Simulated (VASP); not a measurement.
# Li2S (Fm-3m) in VASP: notebook

Li2S is run at these levels: LDA; tasks: single point, relaxation of cell and atoms.

Everything below comes from runs of VASP 6.6.1. Logs are shortened: lines on timing, memory, paths and dates and some standing lists are left out, and cuts for length are marked.

### 1 The cell of the first run

It takes space group Fm-3m (No. 225, cubic). Conventional cell: a = 5.567 Å, b = 5.567 Å, c = 5.567 Å, α = 90.00°, β = 90.00°, γ = 90.00°. Within 3.2 Å of Li (site symmetry -43m) lie 4 S at 2.41 Å and 6 Li at 2.78 Å. Within 3.2 Å of S (site symmetry m-3m) lie 8 Li at 2.41 Å.

### 2 Single point, LDA

File INCAR:

```
SYSTEM = Li2S
PREC = Accurate ; ENCUT = 750
EDIFF = 1E-6 ; ISMEAR = 0
SIGMA = 0.02 ; LREAL = .FALSE.
LASPH = .TRUE. ; NELM = 120
ALGO = Normal ; ISIF = 2
LWAVE = .FALSE. ; LCHARG = .FALSE.
NBANDS = 13 ; GGA_COMPAT = .FALSE.
```

File KPOINTS:

```
Automatic mesh
0
G
  8 8 8
  0 0 0
```

File POSCAR:

```
Li2S
1.0
    0.0000000000      2.7834392874      2.7834392874
    2.7834392874      0.0000000000      2.7834392874
    2.7834392874      2.7834392874      0.0000000000
Li S
2 1
Direct
    0.2500000000      0.2500000000      0.2500000000
    0.7500000000      0.7500000000      0.7500000000
    0.0000000000      0.0000000000      0.0000000000
```

Potentials or basis: VASP PAW LDA potentials, release 64 (Li_sv, S).

Run with:

```
$ cat potpaw_LDA.64/Li_sv/POTCAR potpaw_LDA.64/S/POTCAR > POTCAR
$ mpirun -np 1 vasp_std > vasp.out
```

OUTCAR:

```text
SYSTEM = Li2S
   PREC = Accurate
   ENCUT = 750
   EDIFF = 1E-6
   ISMEAR = 0
   LREAL = .FALSE.
   LASPH = .TRUE.
   NELM = 120
   ISIF = 2

 ion  position               nearest neighbor table
   1  0.250  0.250  0.250-   3 2.41   3 2.41   3 2.41   3 2.41
   2  0.750  0.750  0.750-   3 2.41   3 2.41   3 2.41   3 2.41
   3  0.000  0.000  0.000-   2 2.41   2 2.41   2 2.41   1 2.41   2 2.41   1 2.41   1 2.41   1 2.41

  LATTYP: Found a face centered cubic cell.
 ALAT       =     5.5668785748

  Lattice vectors:

 A1 = (   0.0000000000,   2.7834392874,   2.7834392874)
 A2 = (   2.7834392874,   0.0000000000,   2.7834392874)
 A3 = (   2.7834392874,   2.7834392874,   0.0000000000)

Analysis of symmetry for initial positions (statically):
=====================================================================
 Subroutine PRICEL returns:
 Original cell was already a primitive cell.

 Routine SETGRP: Setting up the symmetry group for a
 face centered cubic supercell.

 Subroutine GETGRP returns: Found 48 space group operations
 (whereof 48 operations were pure point group operations)
 out of a pool of 48 trial point group operations.

The static configuration has the point symmetry O_h .

Analysis of symmetry for dynamics (positions and initial velocities):
=====================================================================
 Subroutine PRICEL returns:
 Original cell was already a primitive cell.

 Routine SETGRP: Setting up the symmetry group for a
 face centered cubic supercell.

 Subroutine GETGRP returns: Found 48 space group operations
 (whereof 48 operations were pure point group operations)
 out of a pool of 48 trial point group operations.

The dynamic configuration has the point symmetry O_h .

 Subroutine INISYM returns: Found 48 space group operations
 (whereof 48 operations are pure point group operations),
 and found     1 'primitive' translations

----------------------------------------------------------------------------------------

                                     Primitive cell

  volume of cell :      43.1296

  direct lattice vectors                    reciprocal lattice vectors
     0.000000000  2.783439287  2.783439287    -0.179633880  0.179633880  0.179633880
     2.783439287  0.000000000  2.783439287     0.179633880 -0.179633880  0.179633880
     2.783439287  2.783439287  0.000000000     0.179633880  0.179633880 -0.179633880

  length of vectors
     3.936377590  3.936377590  3.936377590     0.311135008  0.311135008  0.311135008

  position of ions in fractional coordinates (direct lattice)
     0.250000000  0.250000000  0.250000000
     0.750000000  0.750000000  0.750000000
     0.000000000  0.000000000  0.000000000

  ion indices of the primitive-cell ions
   primitive index   ion index
                 1           1
                 2           2
                 3           3

----------------------------------------------------------------------------------------

 KPOINTS: Automatic mesh

Automatic generation of k-mesh.
 Grid dimensions read from file:
 generate k-points for:    8    8    8

 Generating k-lattice:

  Cartesian coordinates                     Fractional coordinates (reciprocal lattice)
    -0.022454235  0.022454235  0.022454235     0.125000000  0.000000000  0.000000000
     0.022454235 -0.022454235  0.022454235     0.000000000  0.125000000  0.000000000
     0.022454235  0.022454235 -0.022454235     0.000000000  0.000000000  0.125000000

  Length of vectors
     0.038891876  0.038891876  0.038891876

  Shift w.r.t. Gamma in fractional coordinates (k-lattice)
     0.000000000  0.000000000  0.000000000

 Subroutine IBZKPT returns following result:
 ===========================================

 Found     29 irreducible k-points:

 Following reciprocal coordinates:
            Coordinates               Weight
  0.000000  0.000000  0.000000      1.000000
  0.125000  0.000000  0.000000      8.000000
  0.250000  0.000000  0.000000      8.000000
  0.375000  0.000000  0.000000      8.000000
  0.500000  0.000000  0.000000      4.000000
  0.125000  0.125000  0.000000      6.000000
[... 16 lines left out ...]
  0.500000  0.250000  0.125000     48.000000
 -0.375000  0.250000  0.125000     24.000000
 [... further k-points ...]
   k-points           NKPTS =     29   k-points in BZ     NKDIM =     29   number of bands    NBANDS=     13
   number of dos      NEDOS =    301   number of ions     NIONS =      3
   total plane-waves  NPLWV =  46656
   dimension x,y,z NGX =    36 NGY =   36 NGZ =   36
   dimension x,y,z NGXF=    72 NGYF=   72 NGZF=   72
   ions per type =               2   1
   NGX,Y,Z   is equivalent  to a cutoff of  15.20, 15.20, 15.20 a.u.
   NGXF,Y,Z  is equivalent  to a cutoff of  30.41, 30.41, 30.41 a.u.
 SYSTEM =  Li2S
   PREC   = accura    normal or accurate (medium, high low for compatibility)
   ISTART =      0    job   : 0-new  1-cont  2-samecut
   ICHARG =      2    charge: 1-file 2-atom 10-const
   ISPIN  =      1    spin polarized calculation?
   LNONCOLLINEAR =      F non collinear calculations
   LSORBIT =      F    spin-orbit coupling
   LASPH  =      T    aspherical Exc in radial PAW
   ENCUT  =  750.0 eV  55.12 Ry    7.42 a.u.   8.79  8.79  8.79*2*pi/ulx,y,z
   NELM   =    120;   NELMIN=  2; NELMDL= -5     # of ELM steps
   EDIFF  = 0.1E-05   stopping-criterion for ELM
   LREAL  =      F    real-space projection
   EDIFFG = 0.1E-04   stopping-criterion for IOM
   NSW    =      0    number of steps for IOM
   IBRION =     -1    ionic relax: 0-MD 1-quasi-New 2-CG
   NFREE  =      0    steps in history (QN), initial steepest desc. (CG)
   ISIF   =      2    stress and relaxation
   ISYM   =      2    0-nonsym 1-usesym 2-fastsym
   POTIM  = 0.5000    time-step for ionic-motion
   TEBEG  =    0.0;   TEEND  =   0.0 temperature during run
   PSTRESS=    0.0 pullay stress
   NELECT =      12.0000    total number of electrons
   NUPDOWN=      -1.0000    fix difference up-down
   EMIN   =  10.00;   EMAX   =-10.00  energy-range for DOS
   EFERMI =   0.00;   METHOD = LEGACY
   ISMEAR =     0;   SIGMA  =   0.02  broadening in eV -4-tet -1-fermi 0-gaus
   EFERMI_NEDOS =   21; number of points for ismear=-14 and -15
   IALGO  =     38    algorithm
   IMIX   =      4    mixing-type and parameters
     AMIX     =   0.40;   BMIX     =  1.00
     AMIX_MAG =   1.60;   BMIX_MAG =  1.00
  volume/ion in A,a.u.               =      14.38        97.02
  Fermi-wavevector in a.u.,A,eV,Ry     =   1.068752  2.019648 15.540986  1.142230
  Thomas-Fermi vector in A             =   2.204410
   LORBIT       =      0    0 simple, 1 ext, 2 COOP (PROOUT), +10 PAW based schemes
   GGA     = CA    functional components
   LHFCALC =     F    Hartree Fock is set to
   AEXX    =    0.0000 exact exchange contribution
   IVDW    =     0    specifies the selected vdW correction
   LEPSILON=     F    determine dielectric tensor
   LRPA    =     F    only Hartree local field effects (RPA)
 non-spin polarized calculation
 Gauss-broadening in eV      SIGMA  =   0.02
  energy-cutoff  :      750.00
  volume of cell :       43.13
 maximum number of plane-waves:      2044
   NGX = 17   NGY = 17   NGZ = 17

 number of electron      11.9999997 magnetization

 Free energy of the ion-electron system (eV)
  ---------------------------------------------------
  ext. energy  EPLUGINS =         0.00000000
  ---------------------------------------------------
  free energy    TOTEN  =       -13.01379996 eV

  energy without entropy =      -13.01379996  energy(sigma->0) =      -13.01379996

 E-fermi :   2.0653     XC(G=0):  -9.0897

 val. band max:        1.8366827499   @ k =   0.0000   0.0000   0.0000
 cond. band min:       4.9530796098   @ k =   0.5000   0.5000   0.0000
 fundamental gap:      3.1163968600
 Fermi energy:         2.0652554250

 k-point     1 :       0.0000    0.0000    0.0000
  band No.  band energies     occupation
      1     -41.2508      2.00000
      2     -41.1875      2.00000
      3      -9.3295      2.00000
      4       1.8367      2.00000
      5       1.8367      2.00000
      6       1.8367      2.00000
      7       6.2657      0.00000
      8       7.8728      0.00000
      9       7.8728      0.00000
     10       7.8728      0.00000
     11      13.1433      0.00000
     12      13.1433      0.00000
     13      14.3145      0.00000

 k-point     2 :       0.1250    0.0000    0.0000
  band No.  band energies     occupation
      1     -41.2482      2.00000
      2     -41.1898      2.00000
      3      -9.2661      2.00000
      4       1.1731      2.00000
      5       1.7344      2.00000
      6       1.7344      2.00000
      7       6.6934      0.00000
      8       8.1286      0.00000
      9       8.1286      0.00000
     10       8.3060      0.00000
     11      12.0861      0.00000
     12      12.0861      0.00000
     13      14.5180      0.00000

 k-point     3 :       0.2500    0.0000    0.0000
  band No.  band energies     occupation
      1     -41.2408      2.00000
      2     -41.1961      2.00000
      3      -9.1023      2.00000
      4      -0.0271      2.00000
      5       1.5162      2.00000
      6       1.5162      2.00000
      7       7.3293      0.00000
      8       8.4757      0.00000
      9       8.4757      0.00000
     10       9.3077      0.00000
     11      11.7034      0.00000
     12      11.7034      0.00000
     13      15.1091      0.00000
[... 305 lines left out ...]
 k-point    23 :       0.5000    0.2500    0.1250
  band No.  band energies     occupation
      1     -41.2274      2.00000
      2     -41.2080      2.00000
      3      -8.8282      2.00000
      4      -0.7562      2.00000
      5       0.4696      2.00000
      6       0.9746      2.00000
      7       7.4896      0.00000
      8       8.6273      0.00000
      9       9.8467      0.00000
     10      10.3565      0.00000
     11      11.9842      0.00000
     12      14.4332      0.00000
     13      15.9330      0.00000

 k-point    24 :      -0.3750    0.2500    0.1250
  band No.  band energies     occupation
      1     -41.2175      2.00000
      2     -41.2175      2.00000
      3      -8.7614      2.00000
      4      -1.0168      2.00000
      5       0.4581      2.00000
      6       0.8038      2.00000
      7       7.5991      0.00000
      8       8.5093      0.00000
      9      10.2672      0.00000
     10      10.9730      0.00000
     11      12.3080      0.00000
     12      13.6802      0.00000
     13      15.5065      0.00000

 [... further k-points ...]

------------------------ aborting loop because EDIFF is reached ----------------------------------------

  FORCE on cell =-STRESS in cart. coord.  units (eV):
  Direction    XX          YY          ZZ          XY          YZ          ZX
  --------------------------------------------------------------------------------------
  -------------------------------------------------------------------------------------
  Total       -0.0224345     -0.0224345     -0.0224345     -0.0000000      0.0000000     -0.0000000
  in kB       -0.8333956     -0.8333956     -0.8333956     -0.0000000      0.0000000     -0.0000000
  external PRESSURE =      -0.8333956 kB  Pullay stress =       0.0000000 kB

 VOLUME and BASIS-vectors are now :
 -----------------------------------------------------------------------------
  energy-cutoff  :      750.00
  volume of cell :       43.13
      direct lattice vectors                 reciprocal lattice vectors
     0.000000000  2.783439287  2.783439287    -0.179633880  0.179633880  0.179633880
     2.783439287  0.000000000  2.783439287     0.179633880 -0.179633880  0.179633880
     2.783439287  2.783439287  0.000000000     0.179633880  0.179633880 -0.179633880

 POSITION                                       TOTAL-FORCE (eV/Angst)
 -----------------------------------------------------------------------------------
      1.39172      1.39172      1.39172         0.000000     -0.000000      0.000000
      4.17516      4.17516      4.17516        -0.000000      0.000000     -0.000000
      0.00000      0.00000      0.00000        -0.000000      0.000000      0.000000
 -----------------------------------------------------------------------------------
    total drift:                                0.000000      0.000000      0.000000

  FREE ENERGIE OF THE ION-ELECTRON SYSTEM (eV)
  ---------------------------------------------------
  free  energy   TOTEN  =       -13.0137999589 eV

  energy  without entropy=      -13.0137999589  energy(sigma->0) =      -13.01379996
```

Run time: 20 s. Hardware: 1 thread of Intel Xeon Platinum 8375C at 2.90GHz (Ice Lake), shared host; peak memory 0.17 GiB.

Results:

| Property | Result |
| --- | --- |
| Free energy | -13.0138 eV |
| Pressure | -0.1 GPa |
| Band gap on the k mesh | 3.12 eV, indirect (least direct gap 4.43 eV) |

A k mesh can miss the band edges.

### 3 Relaxation of cell and atoms, LDA

This run uses another cell than the first one, of 15.34 Å³/atom, 1.067 times its volume.

File INCAR:

```
  PREC = Accurate
  ENCUT = 750
  EDIFF = 1E-7
  ISMEAR = 0
  SIGMA = 0.02
  LREAL = F
  LASPH = T
  NELM = 120
  ALGO = Normal
  ISIF = 3
  LWAVE = F
  LCHARG = F
  IBRION = 2
  NSW = 80
  EDIFFG = -0.005
  GGA_COMPAT = F
  NELMIN = 4
```

File KPOINTS:

```
Automatic mesh
0
Gamma
  8 8 8
```

File POSCAR:

```
Li2S
1.0
    0.0000000000      2.8445000000      2.8445000000
    2.8445000000      0.0000000000      2.8445000000
    2.8445000000      2.8445000000      0.0000000000
Li S
2 1
Direct
    0.2500000000      0.2500000000      0.2500000000
    0.7500000000      0.7500000000      0.7500000000
    0.0000000000      0.0000000000      0.0000000000
```

Potentials or basis: VASP PAW LDA potentials, release 64 (Li_sv, S).

Run with:

```
$ cat potpaw_LDA.64/Li_sv/POTCAR potpaw_LDA.64/S/POTCAR > POTCAR
$ mpirun -np 1 vasp_std > vasp.out
```

Wall time 46 s (1 thread of Intel Xeon Platinum 8375C at 2.90GHz (Ice Lake), shared host); peak memory 0.18 GiB.

It converged, with:

```yaml
Free_energy: -13.0156 eV
Relaxed_volume: 14.35 Å³/atom
Relaxed_cell: a = 3.934 Å, b = 3.934 Å, c = 3.934 Å, α = 60.00°, β = 60.00°, γ = 60.00°
Space_group_after_relaxing_to_0.05_Å: Fm-3m (No. 225)
Energy_gained_by_relaxing: 8.9 meV/atom
Ionic_steps: 4
Pressure_after_relaxing: 0.0 GPa
Band_gap_on_the_k_mesh: 3.12 eV, indirect (least direct gap 4.44 eV)
```

Step by step:
```csv
step,energy change (eV),largest force (eV/Å),pressure (GPa),volume (Å³)
1,0.0000,0.0000,-2.73,46.03
2,-0.0217,0.0000,-1.26,44.31
3,-0.0267,0.0000,-0.07,43.13
4,-0.0267,0.0000,0.01,43.06
```

Final structure:
```
Li S
1.0
     0.00000    2.78198    2.78198
     2.78198    0.00000    2.78198
     2.78198    2.78198    0.00000
Li S
2 1
Direct
  0.25000 0.25000 0.25000
  0.75000 0.75000 0.75000
  0.00000 0.00000 0.00000
```

Levels at points of the mesh, in eV from the valence-band top:
| k point | band 3 | band 4 | band 5 | band 6 | band 7 | band 8 | band 9 | band 10 |
| --- | --- | --- | --- | --- | --- | --- | --- | --- |
| (0.00, 0.00, 0.00) | -11.17 | 0.00 | 0.00 | 0.00 | 4.44 | 6.04 | 6.04 | 6.04 |
| (0.50, 0.00, 0.00) | -10.68 | -3.18 | -0.58 | -0.58 | 6.27 | 6.40 | 6.40 | 8.55 |
| (0.50, 0.50, 0.00) | -10.54 | -2.34 | -1.62 | -1.62 | 3.12 | 7.17 | 11.34 | 11.34 |
